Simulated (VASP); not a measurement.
# BN (F-43m) in VASP: settings compared, part 2 of 2

VASP 6.6.1. The steps go on from the part before.

### Step 3. Single point, PBE-based screened hybrid with 20 % exact exchange

POSCAR reads:

```
BN
1.0
    0.0000000000      1.8048245542      1.8048245542
    1.8048245542      0.0000000000      1.8048245542
    1.8048245542      1.8048245542      0.0000000000
B N
1 1
Direct
    0.0000000000      0.0000000000      0.0000000000
    0.2500000000      0.2500000000      0.2500000000
```

INCAR.step1 reads:

```
  PREC = Accurate
  ENCUT = 520
  EDIFF = 1E-5
  ISMEAR = 0
  SIGMA = 0.01
  LREAL = False
  LASPH = True
  NELM = 80
  ALGO = Normal
  ISIF = 2
  LWAVE = True
  LCHARG = False
  GGA = PE
  NBANDS = 11
```

INCAR.step2 reads:

```
  PREC = Accurate
  ENCUT = 520
  EDIFF = 1E-6
  ISMEAR = 0
  SIGMA = 0.01
  LREAL = False
  LASPH = True
  NELM = 80
  ALGO = Normal
  ISIF = 2
  LWAVE = False
  LCHARG = False
  GGA = PE
  LHFCALC = True
  AEXX = 0.2
  HFSCREEN = 0.5
  PRECFOCK = Normal
  ISTART = 1
  NBANDS = 11
```

KPOINTS reads:

```
regular mesh
0
Gamma
  6 6 6
```

Potentials or basis: VASP PAW PBE potentials, release 64 (B, N).

On the command line:

```bash
cat potpaw_PBE.64/B/POTCAR potpaw_PBE.64/N/POTCAR > POTCAR
cp INCAR.step1 INCAR
mpirun -np 1 vasp_std > vasp.out
cp INCAR.step2 INCAR
mpirun -np 1 vasp_std > vasp.out
```

OUTCAR:

```text
PREC = Accurate
   ENCUT = 520
   EDIFF = 1E-6
   ISMEAR = 0
   LREAL = False
   LASPH = True
   NELM = 80
   ISIF = 2
   GGA = PE
   LHFCALC = True
   AEXX = 0.2
   HFSCREEN = 0.5
   PRECFOCK = Normal
   ISTART = 1

 ion  position               nearest neighbor table
   1  0.000  0.000  0.000-   2 1.56   2 1.56   2 1.56   2 1.56
   2  0.250  0.250  0.250-   1 1.56   1 1.56   1 1.56   1 1.56

  LATTYP: Found a face centered cubic cell.
 ALAT       =     3.6096491084

  Lattice vectors:

 A1 = (   0.0000000000,   1.8048245542,   1.8048245542)
 A2 = (   1.8048245542,   0.0000000000,   1.8048245542)
 A3 = (   1.8048245542,   1.8048245542,   0.0000000000)

Analysis of symmetry for initial positions (statically):
=====================================================================
 Subroutine PRICEL returns:
 Original cell was already a primitive cell.

 Routine SETGRP: Setting up the symmetry group for a
 face centered cubic supercell.

 Subroutine GETGRP returns: Found 24 space group operations
 (whereof 24 operations were pure point group operations)
[... 171 lines left out ...]
  band No.  band energies     occupation
      1     -14.4742      2.00000
      2       7.0630      2.00000
      3       7.0630      2.00000
      4       7.0630      2.00000
      5      16.7334      0.00000
      6      16.7334      0.00000
      7      16.7334      0.00000
      8      18.3420      0.00000
      9      32.8854      0.00000
     10      35.8528      0.00000
     11      35.8528      0.00000
[... 197 lines left out ...]
 k-point    16 :      -0.3333    0.5000    0.1667
  band No.  band energies     occupation
      1      -8.3445      2.00000
      2      -1.6150      2.00000
      3       0.5387      2.00000
      4       0.6318      2.00000
      5      15.5341      0.00000
      6      19.9179      0.00000
      7      23.3262      0.00000
      8      25.1062      0.00000
      9      27.9724      0.00000
     10      34.3017      0.00000
     11      38.4285      0.00000

------------------------ aborting loop because EDIFF is reached ----------------------------------------

  FORCE on cell =-STRESS in cart. coord.  units (eV):
  Direction    XX          YY          ZZ          XY          YZ          ZX
  --------------------------------------------------------------------------------------
  -------------------------------------------------------------------------------------
  Total       -0.0744896     -0.0744896     -0.0744896      0.0000000      0.0000000      0.0000000
  in kB      -10.1501155    -10.1501155    -10.1501155      0.0000000      0.0000000      0.0000000
  external PRESSURE =     -10.1501155 kB  Pullay stress =       0.0000000 kB

 VOLUME and BASIS-vectors are now :
 -----------------------------------------------------------------------------
  energy-cutoff  :      520.00
  volume of cell :       11.76
      direct lattice vectors                 reciprocal lattice vectors
     0.000000000  1.804824554  1.804824554    -0.277035238  0.277035238  0.277035238
     1.804824554  0.000000000  1.804824554     0.277035238 -0.277035238  0.277035238
     1.804824554  1.804824554  0.000000000     0.277035238  0.277035238 -0.277035238

 POSITION                                       TOTAL-FORCE (eV/Angst)
 -----------------------------------------------------------------------------------
      0.00000      0.00000      0.00000        -0.000000     -0.000000     -0.000000
      0.90241      0.90241      0.90241         0.000000      0.000000      0.000000
 -----------------------------------------------------------------------------------
    total drift:                               -0.000001     -0.000001     -0.000001

  FREE ENERGIE OF THE ION-ELECTRON SYSTEM (eV)
  ---------------------------------------------------
  free  energy   TOTEN  =       -18.8656803791 eV

  energy  without entropy=      -18.8656803791  energy(sigma->0) =      -18.86568038
```

OUTCAR.step1:

```text
PREC = Accurate
   ENCUT = 520
   EDIFF = 1E-5
   ISMEAR = 0
   LREAL = False
[... 435 lines left out ...]
      0.00000      0.00000      0.00000        -0.000000     -0.000000      0.000000
      0.90241      0.90241      0.90241         0.000000      0.000000     -0.000000
 -----------------------------------------------------------------------------------
    total drift:                                0.000000      0.000000      0.000000

  FREE ENERGIE OF THE ION-ELECTRON SYSTEM (eV)
  ---------------------------------------------------
  free  energy   TOTEN  =       -17.4444447684 eV

  energy  without entropy=      -17.4444447684  energy(sigma->0) =      -17.44444477
```

Run time: 81 s. Hardware: 1 thread of Intel Xeon 6975P-C (Granite Rapids), shared host; peak memory 0.22 GiB.

Results:

```yaml
Free_energy: -18.8657 eV
Pressure: -1.0 GPa
Band_gap_on_the_k_mesh: 5.03 eV (least direct gap 9.67 eV)
```

Levels at points of the mesh, in eV from the valence-band top:
```tsv
k point	band 1	band 2	band 3	band 4	band 5	band 6	band 7	band 8	band 9
(0.00, 0.00, 0.00)	-21.54	0.00	0.00	0.00	9.67	9.67	9.67	11.28	25.82
(0.50, 0.00, 0.00)	-17.09	-11.27	-2.04	-2.04	10.99	11.60	11.60	16.38	24.60
(0.50, 0.50, 0.00)	-15.64	-9.45	-5.16	-5.16	5.03	9.92	19.33	19.33	22.17
```

Caveat: the k points lie up to 0.50 Å⁻¹ apart; the PAW data sets were made with another functional, which shifts forces and pressure a little. A k mesh can miss the band edges.

### Step 4. Single point, PBE-based screened hybrid with 100 % exact exchange

POSCAR is that of step 3.

INCAR.step1 reads:

```
SYSTEM = BN
PREC = Accurate ; ENCUT = 520
EDIFF = 1E-5 ; ISMEAR = 0
SIGMA = 0.01 ; LREAL = .False.
LASPH = .True. ; NELM = 60
ALGO = Normal ; ISIF = 2
LWAVE = .True. ; LCHARG = .False.
GGA = PE ; NBANDS = 11
```

INCAR.step2 reads:

```
SYSTEM = BN
PREC = Accurate ; ENCUT = 520
EDIFF = 1E-6 ; ISMEAR = 0
SIGMA = 0.01 ; LREAL = .False.
LASPH = .True. ; NELM = 60
ALGO = Normal ; ISIF = 2
LWAVE = .False. ; LCHARG = .False.
GGA = PE ; LHFCALC = .True.
AEXX = 1.0 ; HFSCREEN = 0.5
PRECFOCK = Normal ; ISTART = 1
NBANDS = 11 ; ALDAC = 1.0
AGGAC = 1.0
```

KPOINTS reads:

```
regular mesh
0
Gamma
  6 6 6
  0 0 0
```

On the command line:

```bash
cat potpaw_PBE.64/B/POTCAR potpaw_PBE.64/N/POTCAR > POTCAR
cp INCAR.step1 INCAR
mpirun -np 1 vasp_std > vasp.out
cp INCAR.step2 INCAR
mpirun -np 1 vasp_std > vasp.out
```

Run time: 1.7 min. Hardware: 1 thread of Intel Xeon 6975P-C (Granite Rapids), shared host; peak memory 0.22 GiB.

The run converged. Its results:

| Property | Result |
| --- | --- |
| Free energy | -24.8053 eV |
| Pressure | -23.5 GPa |
| Band gap on the k mesh | 7.45 eV (least direct gap 13.16 eV) |

Levels at points of the mesh, in eV from the valence-band top:
| k point | band 2 | band 3 | band 4 | band 5 | band 6 | band 7 |
| --- | --- | --- | --- | --- | --- | --- |
| (0.00, 0.00, 0.00) | 0.00 | 0.00 | 0.00 | 13.16 | 13.16 | 13.16 |
| (0.50, 0.00, 0.00) | -13.28 | -2.37 | -2.37 | 14.25 | 15.16 | 15.16 |
| (0.50, 0.50, 0.00) | -11.34 | -6.03 | -6.03 | 7.45 | 12.67 | 24.82 |

Caveat: the k points lie up to 0.50 Å⁻¹ apart; the PAW data sets were made with another functional, which shifts forces and pressure a little. A k mesh can miss the band edges.

### Step 5. Single point, PBE-based global hybrid with 100 % exact exchange

POSCAR is that of step 4.

INCAR.step1 reads:

```
PREC     = Accurate       # precision mode
ENCUT    = 520            # plane-wave cutoff, eV
EDIFF    = 1E-5           # SCF threshold, eV
ISMEAR   = 0              # smearing method
SIGMA    = 0.01           # smearing width, eV
LREAL    = F              # projectors in reciprocal space
LASPH    = T              # aspherical terms in the spheres
NELM     = 100            # most SCF steps
ALGO     = Normal         # electronic algorithm
ISIF     = 2              # what is computed and relaxed
LWAVE    = T              # write WAVECAR
LCHARG   = F              # write CHGCAR
NBANDS   = 11             # bands
GGA      = PE             # functional
```

INCAR.step2 reads:

```
PREC     = Accurate       # precision mode
ENCUT    = 520            # plane-wave cutoff, eV
EDIFF    = 1E-6           # SCF threshold, eV
ISMEAR   = 0              # smearing method
SIGMA    = 0.01           # smearing width, eV
LREAL    = F              # projectors in reciprocal space
LASPH    = T              # aspherical terms in the spheres
NELM     = 100            # most SCF steps
ALGO     = Normal         # electronic algorithm
ISIF     = 2              # what is computed and relaxed
LWAVE    = F              # write WAVECAR
LCHARG   = F              # write CHGCAR
GGA      = PE             # functional
LHFCALC  = T              # exact exchange
AEXX     = 1.0            # exact-exchange fraction
PRECFOCK = Normal       
NBANDS   = 11             # bands
ISTART   = 1            
ALDAC    = 1.0          
AGGAC    = 1.0
```

KPOINTS reads:

```
regular mesh
0
Gamma
  6 6 6
```

On the command line:

```bash
cat potpaw_PBE.64/B/POTCAR potpaw_PBE.64/N/POTCAR > POTCAR
cp INCAR.step1 INCAR
mpirun -np 1 vasp_std > vasp.out
cp INCAR.step2 INCAR
mpirun -np 1 vasp_std > vasp.out
```

Wall time 97 s (1 thread of Intel Xeon 6975P-C (Granite Rapids), shared host); peak memory 0.12 GiB.

Results (log left out):

* Free energy: -33.1107 eV
* Pressure: -28.0 GPa
* Band gap on the k mesh: 13.20 eV (least direct gap 19.26 eV)

Levels at points of the mesh, in eV from the valence-band top:
```csv
k point,band 1,band 2,band 3,band 4,band 5,band 6,band 7,band 8,band 9
"(0.00, 0.00, 0.00)",-27.65,0.00,0.00,0.00,19.26,19.26,19.26,20.99,36.17
"(0.50, 0.00, 0.00)",-22.22,-14.34,-2.55,-2.55,20.42,21.34,21.34,26.93,35.48
"(0.50, 0.50, 0.00)",-20.39,-12.23,-6.47,-6.47,13.20,18.67,31.54,31.54,34.16
```

Caveat: the k points lie up to 0.50 Å⁻¹ apart; the PAW data sets were made with another functional, which shifts forces and pressure a little.

### Step 6. Single point, PBE-based screened hybrid with 40 % exact exchange

POSCAR is that of step 5.

INCAR.step1 reads:

```
PREC = Accurate
ENCUT = 520
EDIFF = 1E-5
ISMEAR = 0
SIGMA = 0.01
LREAL = False
LASPH = True
NELM = 100
ALGO = Normal
ISIF = 2
LWAVE = True
NBANDS = 11
GGA = PE
```

INCAR.step2 reads:

```
PREC = Accurate
ENCUT = 520
EDIFF = 1E-6
ISMEAR = 0
SIGMA = 0.01
LREAL = False
LASPH = True
NELM = 100
ALGO = Normal
ISIF = 2
LWAVE = False
LCHARG = True
GGA = PE
LHFCALC = True
AEXX = 0.4
HFSCREEN = 0.3
PRECFOCK = Normal
LELF = True
LVHAR = True
NBANDS = 11
ISTART = 1
```

KPOINTS is that of step 5.

Potentials or basis: VASP PAW PBE potentials, release 64 (B, N).

On the command line:

```bash
cat potpaw_PBE.64/B/POTCAR potpaw_PBE.64/N/POTCAR > POTCAR
cp INCAR.step1 INCAR
mpirun -np 1 vasp_std > vasp.out
cp INCAR.step2 INCAR
mpirun -np 1 vasp_std > vasp.out
```

Run time: 83 s. Hardware: 1 thread of Intel Xeon 6975P-C (Granite Rapids), shared host; peak memory 0.21 GiB.

It converged, with:

```
Free energy            : -21.4501 eV
Pressure               : -8.5 GPa
Band gap on the k mesh : 6.21 eV (least direct gap 11.22 eV)
```

Levels at points of the mesh, in eV from the valence-band top:
| k point | band 1 | band 2 | band 3 | band 4 | band 5 | band 6 | band 7 | band 8 |
| --- | --- | --- | --- | --- | --- | --- | --- | --- |
| (0.00, 0.00, 0.00) | -23.15 | 0.00 | 0.00 | 0.00 | 11.22 | 11.22 | 11.22 | 12.87 |
| (0.50, 0.00, 0.00) | -18.44 | -12.11 | -2.18 | -2.18 | 12.51 | 13.20 | 13.20 | 18.24 |
| (0.50, 0.50, 0.00) | -16.89 | -10.20 | -5.53 | -5.53 | 6.21 | 11.26 | 21.58 | 21.58 |

Caveat: the k points lie up to 0.50 Å⁻¹ apart; the PAW data sets were made with another functional, which shifts forces and pressure a little. A k mesh can miss the band edges.

### Step 7. Summary

| level | share of exact exchange | screening parameter | gap on the mesh (eV) | pressure (GPa) |
| --- | --- | --- | --- | --- |
| HSE06 | 0.25 | 0.2079 1/Å | 5.78 | -3.9 |
| PBE-based screened hybrid with 20 % exact exchange | 0.2 | 0.5 1/Å | 5.03 | -1.0 |
| PBE-based screened hybrid with 100 % exact exchange | 1 | 0.5 1/Å | 7.45 | -23.5 |
| PBE-based global hybrid with 100 % exact exchange | 1 | - | 13.20 | -28.0 |
| PBE-based screened hybrid with 40 % exact exchange | 0.4 | 0.3 1/Å | 6.21 | -8.5 |

Alike in all rows: task single point; potentials or basis VASP PAW PBE potentials, release 64 (B, N); no spin polarisation; cell as given; k mesh 6 × 6 × 6; cutoff (eV) 520; smearing gaussian 0.01 eV.

Caveats: all runs use coarse meshes; the PAW data sets were made with another functional, which shifts forces and pressure a little.

Absolute energies hang on the potentials; compare differences alone.
